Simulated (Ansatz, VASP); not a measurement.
# ZnF2: VASP beside Ansatz

File POSCAR:

```
ZnF2
1.0
    4.5614311878      0.0000000000      0.0000000000
    0.0000000000      4.5614311878      0.0000000000
    0.0000000000      0.0000000000      3.0335297850
Zn F
2 4
Direct
    0.5000000000      0.5000000000      0.5000000000
    0.0000000000      0.0000000000      0.0000000000
    0.6982732185      0.6982732185      0.0000000000
    0.8017267815      0.1982732185      0.5000000000
    0.3017267815      0.3017267815      0.0000000000
    0.1982732185      0.8017267815      0.5000000000
```

Contents of INCAR.step1:

```
SYSTEM = ZnF2
ALGO = Normal
EDIFF = 1E-5
EDIFFG = -0.01
ENCUT = 580
GGA = PE
GGA_COMPAT = .FALSE.
IBRION = 2
ISMEAR = 0
KPAR = 4
LASPH = .TRUE.
LCHARG = .FALSE.
LREAL = .FALSE.
LWAVE = .TRUE.
NELM = 120
NELMIN = 4
NSW = 100
PREC = Accurate
SIGMA = 0.02
```

INCAR.step2

```
SYSTEM = ZnF2
ALGO = Normal
EDIFF = 1E-7
EDIFFG = -0.008
ENCUT = 580
GGA_COMPAT = .FALSE.
IBRION = 2
ISIF = 2
ISMEAR = 0
ISTART = 1
KPAR = 4
LASPH = .TRUE.
LCHARG = .FALSE.
LMIXTAU = .TRUE.
LREAL = .FALSE.
LWAVE = .FALSE.
METAGGA = R2SCAN
NELM = 120
NELMIN = 4
NSW = 60
PREC = Accurate
SIGMA = 0.02
```

KPOINTS

```
k-points
0
G
  6 6 8
  0 0 0
```

Input for Ansatz:

```yaml
crystal:
  lattice:
    - [4.5614311878, 0.0, 0.0]
    - [0.0, 4.5614311878, 0.0]
    - [0.0, 0.0, 3.033529785]
  atoms:
    - { symbol: Zn, position: [0.5, 0.5, 0.5] }
    - { symbol: Zn, position: [0.0, 0.0, 0.0] }
    - { symbol: F, position: [0.6982732185, 0.6982732185, 0.0] }
    - { symbol: F, position: [0.8017267815, 0.1982732185, 0.5] }
    - { symbol: F, position: [0.3017267815, 0.3017267815, 0.0] }
    - { symbol: F, position: [0.1982732185, 0.8017267815, 0.5] }
basis:
  ecutwfc: 500
kpoints:
  mp_grid: { grid: [6, 6, 8] }
hamiltonian:
  xc: r2scan
scf:
  occupations: { method: gaussian, width: 0.02 }
output:
  forces: true
  stress: true
  eigenvalues: true
relax:
  adjacent_minimum: "off"
  f_tol: 0.008
  max_steps: 40
```

Change from the starting cell: equal strain along all axes, cell held, atoms relaxed: -3.0 %.

Alike in both runs: task relaxation of the atoms; functional r2SCAN; k mesh 6 × 6 × 8; occupations gaussian, width 0.02 eV; no spin polarisation.

|  | VASP | Ansatz |
| --- | --- | --- |
| version | VASP 6.6.1 | Ansatz 0.2.0 |
| potentials or method | VASP PAW PBE potentials, release 64 (Zn, F), cutoff 580 eV | scalar-relativistic, plane waves, PAW |
| valence electrons in the cell | 52 | 52 |

```tsv
	VASP	Ansatz	Ansatz less VASP
gap on the k mesh at the Fermi level, each at its own relaxed structure (eV)	4.32	4.39	+0.076
```

VASP's potentials were made for PBE, not for r2SCAN. Ansatz's warnings: stress scf threshold loose.
